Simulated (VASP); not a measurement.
# Ta2Si (I4/mcm) in VASP: further runs, part 2 of 2

VASP 6.6.1. Earlier steps stand in the parts before.

### Step 4. Single point, PBEsol (strain +0.000 along x and y, +0.080 along z)

INCAR reads:

```
PREC = Accurate ; ENCUT = 520
EDIFF = 1E-6 ; ISMEAR = 0
SIGMA = 0.15 ; LREAL = F
LASPH = T ; NELM = 60
ALGO = Fast ; ISIF = 2
LWAVE = F ; LCHARG = F
GGA = PS ; NBANDS = 35
```

KPOINTS reads:

```
Automatic mesh
0
Gamma
  12 12 12
```

POSCAR reads:

```
Ta2Si
1.0
   -3.0683767195      3.0683767195      2.7214913103
    3.0683767195     -3.0683767195      2.7214913103
    3.0683767195      3.0683767195     -2.7214913103
Ta Si
4 2
Direct
    0.6630661939      0.8369338061      0.5000000000
    0.8369338061      0.3369338061      0.1738676123
    0.3369338061      0.1630661939      0.5000000000
    0.1630661939      0.6630661939      0.8261323878
    0.2500000000      0.2500000000      0.0000000000
    0.7500000000      0.7500000000      0.0000000000
```

Potentials or basis: VASP PAW PBE potentials, release 64 (Ta_pv, Si).

Command:

```bash
$ cat potpaw_PBE.64/Ta_pv/POTCAR potpaw_PBE.64/Si/POTCAR > POTCAR
$ mpirun -np 1 vasp_std > vasp.out
```

OUTCAR:

```text
PREC = Accurate
   ENCUT = 520
   EDIFF = 1E-6
   ISMEAR = 0
   LREAL = F
   LASPH = T
   NELM = 60
   ISIF = 2
   GGA = PS

 ion  position               nearest neighbor table
   1  0.663  0.837  0.500-   5 2.67   6 2.67   6 2.67   5 2.67   3 2.83   3 3.11   3 3.11   2 3.25
                             4 3.25   4 3.25   2 3.25   2 3.38   4 3.38   4 3.38   2 3.38
   2  0.837  0.337  0.174-   6 2.67   5 2.67   5 2.67   6 2.67   4 2.83   4 3.11   4 3.11   1 3.25
                             3 3.25   3 3.25   1 3.25   3 3.38   1 3.38   3 3.38   1 3.38
   3  0.337  0.163  0.500-   6 2.67   5 2.67   5 2.67   6 2.67   1 2.83   1 3.11   1 3.11   2 3.25
                             4 3.25   4 3.25   2 3.25   2 3.38   4 3.38   4 3.38   2 3.38
   4  0.163  0.663  0.826-   6 2.67   5 2.67   5 2.67   6 2.67   2 2.83   2 3.11   2 3.11   1 3.25
                             3 3.25   3 3.25   1 3.25   3 3.38   1 3.38   1 3.38   3 3.38
[... 1129 lines left out ...]
  in kB     -104.4989265   -104.4989265   -205.3839018      0.0000000     -0.0000000      0.0000000
  external PRESSURE =    -138.1272516 kB  Pullay stress =       0.0000000 kB

 VOLUME and BASIS-vectors are now :
 -----------------------------------------------------------------------------
  energy-cutoff  :      520.00
  volume of cell :      102.49
      direct lattice vectors                 reciprocal lattice vectors
    -3.068376719  3.068376719  2.721491310     0.000000000  0.162952612  0.183722799
     3.068376719 -3.068376719  2.721491310     0.162952612  0.000000000  0.183722799
     3.068376719  3.068376719 -2.721491310     0.162952612  0.162952612  0.000000000

 POSITION                                       TOTAL-FORCE (eV/Angst)
 -----------------------------------------------------------------------------------
      2.06768      1.00070      2.72149        -0.091688      0.091688      0.000000
     -1.00070      2.06768      2.72149        -0.091688     -0.091688     -0.000000
      1.00070      2.06768      0.00000         0.091688     -0.091688     -0.000000
      4.06907      1.00070      0.00000         0.091688      0.091688      0.000000
      0.00000      0.00000      1.36075        -0.000000     -0.000000      0.000000
      0.00000      0.00000      4.08224        -0.000000     -0.000000      0.000000
 -----------------------------------------------------------------------------------
    total drift:                               -0.000000     -0.000000      0.000000

  FREE ENERGIE OF THE ION-ELECTRON SYSTEM (eV)
  ---------------------------------------------------
  free  energy   TOTEN  =       -64.8013616542 eV

  energy  without entropy=      -64.7689122812  energy(sigma->0) =      -64.78513697
```

OSZICAR:

```text
N       E                     dE             d eps       ncg     rms          rms(c)
DAV:   1     0.443179311592E+03    0.44318E+03   -0.27763E+04 11418   0.148E+03
DAV:   2    -0.479832847348E+02   -0.49116E+03   -0.47889E+03 12593   0.421E+02
DAV:   3    -0.680859735273E+02   -0.20103E+02   -0.19527E+02 14753   0.752E+01
DAV:   4    -0.685299248887E+02   -0.44395E+00   -0.44037E+00 14180   0.104E+01
DAV:   5    -0.685387067820E+02   -0.87819E-02   -0.87650E-02 14505   0.139E+00    0.283E+01
RMM:   6    -0.651606122596E+02    0.33781E+01   -0.69139E+00 12327   0.116E+01    0.125E+01
RMM:   7    -0.648360232113E+02    0.32459E+00   -0.51750E+00 13250   0.867E+00    0.173E+00
RMM:   8    -0.647958362089E+02    0.40187E-01   -0.40224E-01 13856   0.280E+00    0.154E+00
RMM:   9    -0.648014162238E+02   -0.55800E-02   -0.11002E-01 14980   0.120E+00    0.573E-01
RMM:  10    -0.648016250490E+02   -0.20883E-03   -0.27923E-02 14494   0.578E-01    0.237E-01
RMM:  11    -0.648014383590E+02    0.18669E-03   -0.68575E-03 14538   0.362E-01    0.202E-01
RMM:  12    -0.648013218626E+02    0.11650E-03   -0.18662E-03 14878   0.162E-01    0.626E-02
RMM:  13    -0.648013546978E+02   -0.32835E-04   -0.47481E-04 16226   0.804E-02    0.285E-02
RMM:  14    -0.648013614029E+02   -0.67051E-05   -0.74499E-05 16222   0.340E-02    0.161E-02
RMM:  15    -0.648013615292E+02   -0.12634E-06   -0.11413E-05 13185   0.134E-02    0.255E-03
RMM:  16    -0.648013616542E+02   -0.12502E-06   -0.18596E-06 10005   0.605E-03
   1 F= -.64801362E+02 E0= -.64785137E+02  d E =-.324494E-01
```

It took 13 min on 1 thread of Intel Xeon 6975P-C (Granite Rapids), shared host; peak memory 0.57 GiB.

Results:

```yaml
Free_energy: -64.8014 eV
Pressure: -13.8 GPa
Largest_force: 0.130 eV/Å
Band_gap_on_the_k_mesh: zero (bands 26 and 27 overlap by 0.64 eV)
```

Forces in eV/Å, atoms in the order of the input:
```
Ta  -0.092  0.092  0.000
Ta  -0.092 -0.092  0.000
Ta   0.092 -0.092  0.000
Ta   0.092  0.092  0.000
Si   0.000  0.000  0.000
Si   0.000  0.000  0.000
```

Stress tensor (GPa, compression positive):
```
-10.45   0.00   0.00
  0.00 -10.45   0.00
  0.00   0.00 -20.54
```

Caveat: the cell differs from its parent crystal (strain +0.000 along x and y, +0.080 along z); the cell stands under tension; the PAW data sets were made with another functional, which shifts forces and pressure a little; spin-orbit coupling is left out, which moves the levels of the heavy elements.

### Step 5. Single point, PBEsol (strain +0.040 along x and y, +0.000 along z)

INCAR reads:

```
PREC = Accurate
ENCUT = 520
EDIFF = 1E-6
ISMEAR = 0
SIGMA = 0.15
LREAL = False
LASPH = True
NELM = 60
ALGO = Fast
ISIF = 2
LWAVE = False
LCHARG = True
GGA = PS
LELF = True
LVHAR = True
NBANDS = 35
```

KPOINTS is that of step 4.

Changes to POSCAR since step 4:

```diff
@@ -2,5 +2,5 @@
 1.0
-   -3.0683767195      3.0683767195      2.7214913103
-    3.0683767195     -3.0683767195      2.7214913103
-    3.0683767195      3.0683767195     -2.7214913103
+   -3.1911117883      3.1911117883      2.5198993614
+    3.1911117883     -3.1911117883      2.5198993614
+    3.1911117883      3.1911117883     -2.5198993614
 Ta Si
```

Command:

```bash
$ cat potpaw_PBE.64/Ta_pv/POTCAR potpaw_PBE.64/Si/POTCAR > POTCAR
$ mpirun -np 1 vasp_std > vasp.out
```

Run time: 14 min. Hardware: 1 thread of Intel Xeon 6975P-C (Granite Rapids), shared host; peak memory 0.57 GiB.

Results (log left out):

```
Free energy            : -64.8784 eV
Pressure               : -15.1 GPa
Largest force          : 0.115 eV/Å
Band gap on the k mesh : zero (bands 26 and 27 overlap by 0.96 eV)
```

Forces in eV/Å, atoms in the order of the input:
```
Ta  -0.081  0.081  0.000
Ta  -0.081 -0.081  0.000
Ta   0.081 -0.081  0.000
Ta   0.081  0.081  0.000
Si   0.000  0.000  0.000
Si   0.000  0.000  0.000
```

Stress tensor (GPa, compression positive):
```
-17.59   0.00   0.00
  0.00 -17.59   0.00
  0.00   0.00 -10.09
```

Levels at points of the mesh, in eV from the Fermi level:
```csv
k point,band 24,band 25,band 26,band 27,band 28,band 29
"(0.00, 0.00, 0.00)",-2.03,0.19,0.54,0.90,1.04,1.04
"(0.50, 0.00, 0.00)",-1.77,-1.05,-1.05,0.70,0.70,1.72
"(0.50, 0.50, 0.00)",-1.58,-0.13,-0.03,0.17,0.59,1.33
"(0.50, 0.50, 0.50)",-1.04,-1.04,-0.87,-0.25,0.16,0.66
```

Caveat: the cell differs from its parent crystal (strain +0.040 along x and y, +0.000 along z); the cell stands under tension; the PAW data sets were made with another functional, which shifts forces and pressure a little; spin-orbit coupling is left out, which moves the levels of the heavy elements.

### Step 6. Overview

| cell | further INCAR settings | gap on the mesh (eV) | pressure (GPa) | largest force (eV/Å) |
| --- | --- | --- | --- | --- |
| a = 5.274 Å, angles 102.1, 102.1, 125.4°, 6 atoms | ALGO = Fast; EDIFF = 1e-07; NBANDS = 35 | none | -19.0 | 0.17 |
| a = 5.219 Å, angles 104.6, 104.6, 119.7°, 6 atoms | ALGO = Fast; EDIFF = 1e-07; NBANDS = 35 | none | -21.0 | 0.16 |
| a = 5.122 Å, angles 106.4, 106.4, 115.8°, 6 atoms | ALGO = Fast; EDIFF = 1e-06; NBANDS = 35 | none | -13.8 | 0.13 |
| a = 5.169 Å, angles 103.7, 103.7, 121.6°, 6 atoms | ALGO = Fast; EDIFF = 1e-06; NBANDS = 35 | none | -15.1 | 0.12 |

Alike in all rows: task single point; level PBEsol; potentials or basis VASP PAW PBE potentials, release 64 (Ta_pv, Si); no spin polarisation; k mesh 12 × 12 × 12; cutoff (eV) 520; smearing gaussian 0.15 eV.

Caveats: the cell stands under tension; the PAW data sets were made with another functional, which shifts forces and pressure a little; spin-orbit coupling is left out, which moves the levels of the heavy elements.

Total energies depend on the potentials used, so only differences within one code and one set of settings carry meaning.
